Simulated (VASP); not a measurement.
# Ca in VASP: further runs

The runs below take Ca through single point, with PBEsol.

Program: VASP 6.6.1. These are calculated values, not measurements. Logs are shortened: lines on timing, memory, paths and dates and some standing lists are left out, and cuts for length are marked.

### Step 1. The cell of the first run

The cell holds a slab with vacuum, 5 atoms: a = 3.858 Å, b = 3.858 Å, c = 32.600 Å, α = 90.00°, β = 90.00°, γ = 120.00°.

### Step 2. Single point, PBEsol

The input, INCAR:

```
SYSTEM = Ca
PREC = Accurate ; ENCUT = 520
EDIFF = 1E-6 ; ISMEAR = -1
SIGMA = 0.1 ; LREAL = .FALSE.
LASPH = .TRUE. ; NELM = 80
ALGO = Normal ; ISIF = 2
LWAVE = .FALSE. ; LCHARG = .FALSE.
LDIPOL = .TRUE. ; IDIPOL = 3
DIPOL = 0.5 0.5 0.500 ; GGA = PS
NBANDS = 33
```

The input, KPOINTS:

```
regular mesh
0
G
  11 11 1
  0 0 0
```

The input, POSCAR:

```
Ca
1.0
    3.8579598800      0.0000000000      0.0000000000
   -1.9289799400      3.3410912629      0.0000000000
    0.0000000000      0.0000000000     32.6000000000
Ca
5
Direct
    0.8333333330      0.1666666670      0.3067477885
    0.1666666670      0.8333333330      0.4033738939
    0.5000000000      0.5000000000      0.5000000000
    0.8333333330      0.1666666670      0.5966261061
    0.1666666670      0.8333333330      0.6932522115
```

Potentials or basis: VASP PAW PBE potentials, release 64 (Ca_sv).

Started as:

```
$ cat potpaw_PBE.64/Ca_sv/POTCAR > POTCAR
$ mpirun -np 1 vasp_std > vasp.out
```

OUTCAR:

```text
SYSTEM = Ca
   PREC = Accurate
   ENCUT = 520
   EDIFF = 1E-6
   ISMEAR = -1
   LREAL = .FALSE.
   LASPH = .TRUE.
   NELM = 80
   ISIF = 2
   GGA = PS

 ion  position               nearest neighbor table
   1  0.833  0.167  0.307-
   2  0.167  0.833  0.403-
   3  0.500  0.500  0.500-
   4  0.833  0.167  0.597-
   5  0.167  0.833  0.693-

  LATTYP: Found a hexagonal cell.
 ALAT       =     3.8579598800
 C/A-ratio  =     8.4500619535

  Lattice vectors:

 A1 = (   3.8579598800,   0.0000000000,   0.0000000000)
 A2 = (  -1.9289799400,   3.3410912629,   0.0000000000)
 A3 = (   0.0000000000,   0.0000000000,  32.6000000000)

Analysis of symmetry for initial positions (statically):
=====================================================================
 Subroutine PRICEL returns:
 Original cell was already a primitive cell.

 Routine SETGRP: Setting up the symmetry group for a
 hexagonal supercell.

 Subroutine GETGRP returns: Found 12 space group operations
 (whereof  4 operations were pure point group operations)
 out of a pool of 24 trial point group operations.

The static configuration has the point symmetry C_2h.
 The point group associated with its full space group is D_3d.

Analysis of symmetry for dynamics (positions and initial velocities):
=====================================================================
 Subroutine PRICEL returns:
 Original cell was already a primitive cell.

 Routine SETGRP: Setting up the symmetry group for a
 hexagonal supercell.

 Subroutine GETGRP returns: Found 12 space group operations
 (whereof  4 operations were pure point group operations)
 out of a pool of 24 trial point group operations.

The dynamic configuration has the point symmetry C_2h.
 The point group associated with its full space group is D_3d.

 Subroutine INISYM returns: Found 12 space group operations
 (whereof  4 operations are pure point group operations),
 and found     1 'primitive' translations

----------------------------------------------------------------------------------------

                                     Primitive cell

  volume of cell :     420.2074

  direct lattice vectors                    reciprocal lattice vectors
     3.857959880  0.000000000  0.000000000     0.259204354  0.149651704  0.000000000
    -1.928979940  3.341091263  0.000000000     0.000000000  0.299303408  0.000000000
     0.000000000  0.000000000 32.600000000     0.000000000  0.000000000  0.030674847

  length of vectors
     3.857959880  3.857959880 32.600000000     0.299303408  0.299303408  0.030674847

  position of ions in fractional coordinates (direct lattice)
     0.833333333  0.166666667  0.306747788
     0.166666667  0.833333333  0.403373894
     0.500000000  0.500000000  0.500000000
     0.833333333  0.166666667  0.596626106
     0.166666667  0.833333333  0.693252212

  ion indices of the primitive-cell ions
   primitive index   ion index
                 1           1
                 2           2
                 3           3
                 4           4
                 5           5

----------------------------------------------------------------------------------------

 KPOINTS: regular mesh

Automatic generation of k-mesh.
 Grid dimensions read from file:
 generate k-points for:   11   11    1

 Generating k-lattice:

  Cartesian coordinates                     Fractional coordinates (reciprocal lattice)
     0.023564032  0.013604700  0.000000000     0.090909091 -0.000000000  0.000000000
     0.000000000  0.027209401  0.000000000     0.000000000  0.090909091  0.000000000
     0.000000000  0.000000000  0.030674847     0.000000000  0.000000000  1.000000000

  Length of vectors
     0.027209401  0.027209401  0.030674847

  Shift w.r.t. Gamma in fractional coordinates (k-lattice)
     0.000000000  0.000000000  0.000000000

 Subroutine IBZKPT returns following result:
 ===========================================

 Found     16 irreducible k-points:

 Following reciprocal coordinates:
            Coordinates               Weight
  0.000000  0.000000  0.000000      1.000000
  0.090909  0.000000  0.000000      6.000000
  0.181818 -0.000000  0.000000      6.000000
  0.272727 -0.000000  0.000000      6.000000
  0.363636  0.000000  0.000000      6.000000
  0.454545  0.000000  0.000000      6.000000
[... 8 lines left out ...]
  0.272727  0.272727  0.000000      6.000000
  0.363636  0.272727  0.000000      6.000000
   k-points           NKPTS =     16   k-points in BZ     NKDIM =     16   number of bands    NBANDS=     33
   number of dos      NEDOS =    301   number of ions     NIONS =      5
   total plane-waves  NPLWV = 225000
   dimension x,y,z NGX =    30 NGY =   30 NGZ =  250
   dimension x,y,z NGXF=    60 NGYF=   60 NGZF=  500
   ions per type =               5
   NGX,Y,Z   is equivalent  to a cutoff of  12.93, 12.93, 12.75 a.u.
   NGXF,Y,Z  is equivalent  to a cutoff of  25.86, 25.86, 25.50 a.u.
 SYSTEM =  Ca
[... 51 lines left out ...]
 Free energy of the ion-electron system (eV)
  ---------------------------------------------------
  ext. energy  EPLUGINS =         0.00000000
  ---------------------------------------------------
  free energy    TOTEN  =        -9.94525809 eV

  energy without entropy =       -9.72614282  energy(sigma->0) =       -9.83570045

 E-fermi :  -0.4867     XC(G=0):  -4.3622

 val. band max:       -0.4938508477   @ k =   0.3636   0.0909   0.0000
 cond. band min:      -0.4863625101   @ k =   0.2727   0.2727   0.0000
 fundamental gap:      0.0074883375
 Fermi energy:        -0.4867310747

 k-point     1 :       0.0000    0.0000    0.0000
  band No.  band energies     occupation
      1     -42.6422      2.00000
      2     -42.6422      2.00000
      3     -42.2449      2.00000
      4     -42.2261      2.00000
      5     -42.2242      2.00000
      6     -23.7632      2.00000
[... 25 lines left out ...]
     32       1.6919      0.00000
     33       1.7072      0.00000

 k-point     2 :       0.0909    0.0000    0.0000
  band No.  band energies     occupation
      1     -42.6414      2.00000
      2     -42.6414      2.00000
      3     -42.2439      2.00000
      4     -42.2252      2.00000
      5     -42.2235      2.00000
      6     -23.7618      2.00000
[... 25 lines left out ...]
     32       1.5409      0.00000
     33       1.7290      0.00000

 k-point     3 :       0.1818   -0.0000    0.0000
  band No.  band energies     occupation
      1     -42.6391      2.00000
      2     -42.6391      2.00000
      3     -42.2412      2.00000
      4     -42.2229      2.00000
      5     -42.2215      2.00000
      6     -23.7578      2.00000
[... 25 lines left out ...]
     32       1.1917      0.00000
     33       1.3601      0.00000

 k-point     4 :       0.2727   -0.0000    0.0000
  band No.  band energies     occupation
      1     -42.6360      2.00000
      2     -42.6360      2.00000
      3     -42.2376      2.00000
      4     -42.2198      2.00000
      5     -42.2188      2.00000
      6     -23.7527      2.00000
[... 25 lines left out ...]
     32       0.7933      0.00001
     33       1.0402      0.00000

 k-point     5 :       0.3636    0.0000    0.0000
  band No.  band energies     occupation
      1     -42.6332      2.00000
      2     -42.6332      2.00000
      3     -42.2343      2.00000
      4     -42.2169      2.00000
      5     -42.2164      2.00000
      6     -23.7481      2.00000
[... 316 lines left out ...]
 k-point    14 :       0.3636    0.1818    0.0000
  band No.  band energies     occupation
      1     -42.6308      2.00000
      2     -42.6308      2.00000
      3     -42.2315      2.00000
      4     -42.2145      2.00000
      5     -42.2143      2.00000
      6     -23.7440      2.00000
[... 25 lines left out ...]
     32       0.4477      0.00017
     33       0.6236      0.00003

 k-point    15 :       0.2727    0.2727    0.0000
  band No.  band energies     occupation
      1     -42.6307      2.00000
      2     -42.6307      2.00000
      3     -42.2313      2.00000
      4     -42.2144      2.00000
      5     -42.2142      2.00000
      6     -23.7438      2.00000
[... 25 lines left out ...]
     32       0.3549      0.00044
     33       0.6692      0.00002

 k-point    16 :       0.3636    0.2727    0.0000
  band No.  band energies     occupation
      1     -42.6301      2.00000
      2     -42.6301      2.00000
      3     -42.2307      2.00000
      4     -42.2138      2.00000
      5     -42.2138      2.00000
      6     -23.7428      2.00000
[... 25 lines left out ...]
     32       0.5247      0.00008
     33       0.5714      0.00005

------------------------ aborting loop because EDIFF is reached ----------------------------------------

 vacuum level on the upper side and lower side of the slab       (xc-potential included)        -0.129        -0.129

  FORCE on cell =-STRESS in cart. coord.  units (eV):
  Direction    XX          YY          ZZ          XY          YZ          ZX
  --------------------------------------------------------------------------------------
  -------------------------------------------------------------------------------------
  Total        0.0073692      0.0073692     -0.4427011      0.0000000      0.0000000     -0.0000000
  in kB        0.0280975      0.0280975     -1.6879420      0.0000000      0.0000000     -0.0000000
  external PRESSURE =      -0.5439157 kB  Pullay stress =       0.0000000 kB

 VOLUME and BASIS-vectors are now :
 -----------------------------------------------------------------------------
  energy-cutoff  :      520.00
  volume of cell :      420.21
      direct lattice vectors                 reciprocal lattice vectors
     3.857959880  0.000000000  0.000000000     0.259204354  0.149651704  0.000000000
    -1.928979940  3.341091263  0.000000000     0.000000000  0.299303408  0.000000000
     0.000000000  0.000000000 32.600000000     0.000000000  0.000000000  0.030674847

 POSITION                                       TOTAL-FORCE (eV/Angst)
 -----------------------------------------------------------------------------------
      2.89347      0.55685      9.99998        -0.000000      0.000000      0.068434
     -0.96449      2.78424     13.14999        -0.000000      0.000000     -0.073390
      0.96449      1.67055     16.30000        -0.000000     -0.000000      0.000000
      2.89347      0.55685     19.45001        -0.000000     -0.000000      0.073390
     -0.96449      2.78424     22.60002         0.000000     -0.000000     -0.068434
 -----------------------------------------------------------------------------------
    total drift:                                0.000009     -0.000005      0.000000

  FREE ENERGIE OF THE ION-ELECTRON SYSTEM (eV)
  ---------------------------------------------------
  free  energy   TOTEN  =        -9.9452580888 eV

  energy  without entropy=       -9.7261428191  energy(sigma->0) =       -9.83570045

 vacuum level on the upper side and lower side of the slab         2.425         2.425
```

Run time: 4.5 min. Hardware: 1 thread of AMD EPYC 9R45 (Zen 5), shared host; peak memory 0.54 GiB.

What came out:

| Property | Result |
| --- | --- |
| Free energy | -9.9453 eV |
| Largest force | 0.073 eV/Å |
| Band gap on the k mesh | zero (bands 25 and 26 overlap by 0.30 eV) |

Forces in eV/Å, atoms in the order of the input:
```
Ca   0.000  0.000  0.068
Ca   0.000  0.000 -0.073
Ca   0.000  0.000  0.000
Ca   0.000  0.000  0.073
Ca   0.000  0.000 -0.068
```

Levels at points of the mesh, in eV from the Fermi level:
```tsv
k point	band 23	band 24	band 25	band 26	band 27	band 28
(0.00, 0.00, 0.00)	-3.06	-2.30	-1.50	-0.09	0.29	0.75
```

Caveat: the PAW data sets were made with another functional, which shifts forces and pressure a little.

### Step 3. Single point, PBEsol

The input, INCAR:

```
SYSTEM = Ca
ALGO = Normal
DIPOL = 0.5 0.5 0.500
EDIFF = 1E-6
ENCUT = 520
GGA = PS
IDIPOL = 3
ISIF = 2
ISMEAR = -1
LASPH = .TRUE.
LCHARG = .FALSE.
LDIPOL = .TRUE.
LREAL = .FALSE.
LWAVE = .FALSE.
NBANDS = 33
NELM = 80
PREC = Accurate
SIGMA = 0.1
```

The input, KPOINTS:

```
k-points
0
G
  11 11 1
  0 0 0
```

The input, POSCAR:

```
Ca
1.0
    3.8579598800      0.0000000000      0.0000000000
   -1.9289799400      3.3410912629      0.0000000000
    0.0000000000      0.0000000000     32.6000000000
Ca
5
Direct
    0.8333333333      0.1666666667      0.3092479501
    0.1666666667      0.8333333333      0.4034120216
    0.5000000000      0.5000000000      0.4999999380
    0.8333333333      0.1666666667      0.5965879476
    0.1666666667      0.8333333333      0.6907521427
```

Potentials or basis: VASP PAW PBE potentials, release 64 (Ca_sv).

Started as:

```
$ cat potpaw_PBE.64/Ca_sv/POTCAR > POTCAR
$ mpirun -np 1 vasp_std > vasp.out
```

Wall time 4.7 min (1 thread of AMD EPYC 9R45 (Zen 5), shared host); peak memory 0.54 GiB.

Results (log left out):

* Free energy: -9.9504 eV
* Largest force: 0.007 eV/Å
* Band gap on the k mesh: zero (bands 25 and 26 overlap by 0.25 eV)

Forces on the atoms (eV/Å):
```
Ca   0.000  0.000 -0.007
Ca   0.000  0.000  0.003
Ca   0.000  0.000  0.000
Ca   0.000  0.000 -0.003
Ca   0.000  0.000  0.007
```

Levels at points of the mesh, in eV from the Fermi level:
```tsv
k point	band 23	band 24	band 25	band 26	band 27	band 28
(0.00, 0.00, 0.00)	-3.06	-2.27	-1.48	-0.06	0.31	0.74
```

Caveat: the PAW data sets were made with another functional, which shifts forces and pressure a little.

### Step 4. Single point, PBEsol

The input, INCAR:

```
PREC     = Accurate       # precision mode
ENCUT    = 520            # plane-wave cutoff, eV
EDIFF    = 1E-6           # SCF threshold, eV
ISMEAR   = -1             # smearing method
SIGMA    = 0.1            # smearing width, eV
LREAL    = F              # projectors in reciprocal space
LASPH    = T              # aspherical terms in the spheres
NELM     = 80             # most SCF steps
ALGO     = Normal         # electronic algorithm
ISIF     = 2              # what is computed and relaxed
LWAVE    = F              # write WAVECAR
LCHARG   = F              # write CHGCAR
LDIPOL   = T            
IDIPOL   = 3            
DIPOL    = 0.5 0.5 0.500
GGA      = PS             # functional
EFIELD   = -0.1         
NBANDS   = 33             # bands
```

The input, KPOINTS:

```
regular mesh
0
Gamma
  11 11 1
```

POSCAR is that of step 3.

Started as:

```
$ cat potpaw_PBE.64/Ca_sv/POTCAR > POTCAR
$ mpirun -np 1 vasp_std > vasp.out
```

Run time: 5.8 min. Hardware: 1 thread of AMD EPYC 9R45 (Zen 5), shared host; peak memory 0.56 GiB.

It converged, with:

| Quantity | Value |
| --- | --- |
| Free energy | -9.9567 eV |
| Largest force | 0.009 eV/Å |
| Band gap on the k mesh | zero (bands 25 and 26 overlap by 0.25 eV) |

Forces in eV/Å, atoms in the order of the input:
```
Ca   0.000  0.000 -0.009
Ca   0.000  0.000  0.005
Ca   0.000  0.000  0.001
Ca   0.000  0.000 -0.001
Ca   0.000  0.000  0.004
```

Levels at points of the mesh, in eV from the Fermi level:
```csv
k point,band 23,band 24,band 25,band 26,band 27,band 28
"(0.00, 0.00, 0.00)",-3.06,-2.27,-1.48,-0.06,0.31,0.74
```

Caveat: the PAW data sets were made with another functional, which shifts forces and pressure a little.

### Step 5. Single point, PBEsol

The input, INCAR:

```
SYSTEM = Ca
PREC = Accurate
ENCUT = 520
EDIFF = 1E-6
ISMEAR = -1
SIGMA = 0.1
LREAL = .False.
LASPH = .True.
NELM = 80
ALGO = Normal
ISIF = 2
LWAVE = .False.
LCHARG = .False.
LDIPOL = .True.
IDIPOL = 3
DIPOL = 0.5 0.5 0.500
GGA = PS
EFIELD = -0.1
NBANDS = 33
```

The input, KPOINTS:

```
Automatic mesh
0
Gamma
  11 11 1
  0 0 0
```

POSCAR is that of step 4.

Started as:

```
$ cat potpaw_PBE.64/Ca_sv/POTCAR > POTCAR
$ mpirun -np 1 vasp_std > vasp.out
```

Run time: 12 min. Hardware: 1 thread of Oxide Virtual Turin-like, shared host; peak memory 0.56 GiB.

It converged, with:

```
Free energy            : -9.9567 eV
Largest force          : 0.009 eV/Å
Band gap on the k mesh : zero (bands 25 and 26 overlap by 0.25 eV)
```

Forces on the atoms (eV/Å):
```
Ca   0.000  0.000 -0.009
Ca   0.000  0.000  0.005
Ca   0.000  0.000  0.001
Ca   0.000  0.000 -0.001
Ca   0.000  0.000  0.004
```

Levels at points of the mesh, in eV from the Fermi level:
| k point | band 21 | band 22 | band 23 | band 24 | band 25 | band 26 | band 27 | band 28 | band 29 | band 30 |
| --- | --- | --- | --- | --- | --- | --- | --- | --- | --- | --- |
| (0.00, 0.00, 0.00) | -4.01 | -3.66 | -3.06 | -2.27 | -1.48 | -0.06 | 0.31 | 0.74 | 1.26 | 1.83 |

Caveat: the PAW data sets were made with another functional, which shifts forces and pressure a little.

### Step 6. Single point, PBEsol

The input, INCAR:

```
ALGO = Normal
EDIFF = 1E-7
ENCUT = 520
GGA = PS
ISIF = 2
ISMEAR = -1
LASPH = T
LCHARG = F
LREAL = F
LWAVE = F
NBANDS = 33
NELM = 60
PREC = Accurate
SIGMA = 0.1
```

The input, KPOINTS:

```
k-points
0
Gamma
  11 11 1
```

POSCAR is that of step 5.

Potentials or basis: VASP PAW PBE potentials, release 64 (Ca_sv).

Started as:

```
$ cat potpaw_PBE.64/Ca_sv/POTCAR > POTCAR
$ mpirun -np 1 vasp_std > vasp.out
```

It took 9.8 min on 1 thread of Oxide Virtual Turin-like, shared host; peak memory 0.52 GiB.

Results (log left out):

```yaml
Free_energy: -9.9504 eV
Largest_force: 0.007 eV/Å
Band_gap_on_the_k_mesh: zero (bands 25 and 26 overlap by 0.25 eV)
```

Forces in eV/Å, atoms in the order of the input:
```
Ca   0.000  0.000 -0.007
Ca   0.000  0.000  0.003
Ca   0.000  0.000  0.000
Ca   0.000  0.000 -0.003
Ca   0.000  0.000  0.007
```

Levels at points of the mesh, in eV from the Fermi level:
| k point | band 23 | band 24 | band 25 | band 26 | band 27 | band 28 |
| --- | --- | --- | --- | --- | --- | --- |
| (0.00, 0.00, 0.00) | -3.06 | -2.27 | -1.48 | -0.06 | 0.31 | 0.74 |

Caveat: the PAW data sets were made with another functional, which shifts forces and pressure a little.

### Step 7. The runs side by side

| cell | dipole correction | electric field (eV/Å) | gap on the mesh (eV) | largest force (eV/Å) |
| --- | --- | --- | --- | --- |
| as given, atomic positions A | yes | - | none | 0.07 |
| as given, atomic positions B | yes | - | none | 0.01 |
| as given, atomic positions B | yes | -0.1 eV/Å | none | 0.01 |
| as given, atomic positions B | no | - | none | 0.01 |

Alike in all rows: task single point; level PBEsol; potentials or basis VASP PAW PBE potentials, release 64 (Ca_sv); no spin polarisation; k mesh 11 × 11 × 1; cutoff (eV) 520; smearing fermi-dirac 0.1 eV.

Caveats: the PAW data sets were made with another functional, which shifts forces and pressure a little.

Absolute energies hang on the potentials; compare differences alone.
